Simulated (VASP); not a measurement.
**GdTiO: single point with PBE**

The system is GdTiO.

```xyz
3
Lattice="3.5044 0.0000 0.0000 0.0000 3.5044 0.0000 0.0000 0.0000 3.6960" Properties=species:S:1:pos:R:3 pbc="T T T"
Gd    0.0000    0.0000    0.0000
Ti    1.7522    1.7522    1.8480
O     1.7522    1.7522    0.0000
```

The cell was generated, and may not be a known phase.

```json
{
  "Program": "VASP 6.6.1",
  "Task": "single point",
  "Functional": "PBE",
  "Potentials or basis": "VASP PAW PBE potentials, release 64 (Gd, Ti_sv, O)",
  "Cutoff": "520 eV",
  "k mesh": "6 × 6 × 6",
  "Occupations": "gaussian, width 0.1 eV",
  "Spin": "collinear spin, ferromagnetic start",
  "Starting moments": "[7.0, 1.0, 0.0] μB",
  "Dipole correction": "no",
  "Further INCAR settings": "ALGO = Normal; EDIFF = 1e-06; NBANDS = 29"
}
```

```yaml
Pressure: 19.7 GPa
Net_moment: 7.07 μB per cell
Site_moments: Gd +6.78; Ti +0.02; O -0.02 μB
Valence_electrons_inside_the_program's_atomic_spheres: Gd 15.35; Ti 10.49; O 5.12
```

Stress tensor (GPa, compression positive):
```
 7.20  0.00  0.00
 0.00  7.20  0.00
 0.00  0.00 44.64
```

Levels at points of the mesh, in eV from the Fermi level:
Spin up:
| k point | band 19 | band 20 | band 21 | band 22 | band 23 | band 24 |
| --- | --- | --- | --- | --- | --- | --- |
| (0.00, 0.00, 0.00) | -3.86 | -3.86 | -2.70 | 0.15 | 0.15 | 0.72 |
| (0.50, 0.00, 0.00) | -4.21 | -1.57 | -1.11 | 0.22 | 0.84 | 0.93 |
| (0.50, 0.50, 0.00) | -4.06 | -2.31 | -1.39 | -1.39 | 1.50 | 2.12 |
| (0.00, 0.00, 0.50) | -3.98 | -2.13 | -0.84 | -0.32 | 1.47 | 1.52 |
| (0.50, 0.00, 0.50) | -4.23 | -2.83 | -0.51 | 1.27 | 2.02 | 2.15 |
| (0.50, 0.50, 0.50) | -4.20 | -1.42 | -1.42 | -0.21 | 2.17 | 2.50 |
Spin down:
| k point | band 10 | band 11 | band 12 | band 13 | band 14 | band 15 | band 16 | band 17 | band 18 | band 19 |
| --- | --- | --- | --- | --- | --- | --- | --- | --- | --- | --- |
| (0.00, 0.00, 0.00) | -5.76 | -5.76 | -5.23 | -4.21 | -2.41 | 0.29 | 0.29 | 0.86 | 1.01 | 1.01 |
| (0.50, 0.00, 0.00) | -7.49 | -6.85 | -5.40 | -1.25 | -1.11 | -0.15 | 0.22 | 0.43 | 0.71 | 1.03 |
| (0.50, 0.50, 0.00) | -5.73 | -5.73 | -5.17 | -1.89 | -1.16 | -1.16 | 0.73 | 0.73 | 0.90 | 0.90 |
| (0.00, 0.00, 0.50) | -8.23 | -6.41 | -6.41 | -1.81 | -0.89 | -0.16 | 0.64 | 0.96 | 1.09 | 1.09 |
| (0.50, 0.00, 0.50) | -8.40 | -8.05 | -7.49 | -2.62 | -0.17 | 0.61 | 0.78 | 0.94 | 0.95 | 1.04 |
| (0.50, 0.50, 0.50) | -8.21 | -6.38 | -6.38 | -1.00 | -1.00 | 0.08 | 0.83 | 0.90 | 0.90 | 0.98 |

It took 6.6 min on 1 thread of AMD EPYC 7R43 64-Core Processor (Zen 3), with other jobs on the host, peak memory 0.21 GiB.

Caveat: the stress differs along the axes, from 7 to 45 GPa; spin-orbit coupling is left out, which moves the levels of the heavy elements; a cell with one magnetic atom can't hold antiferromagnetic order, which such compounds often take; semilocal functionals describe open f shells poorly, which spoils levels, moments and volumes. The state reached can hang on the start; a lower one may exist.
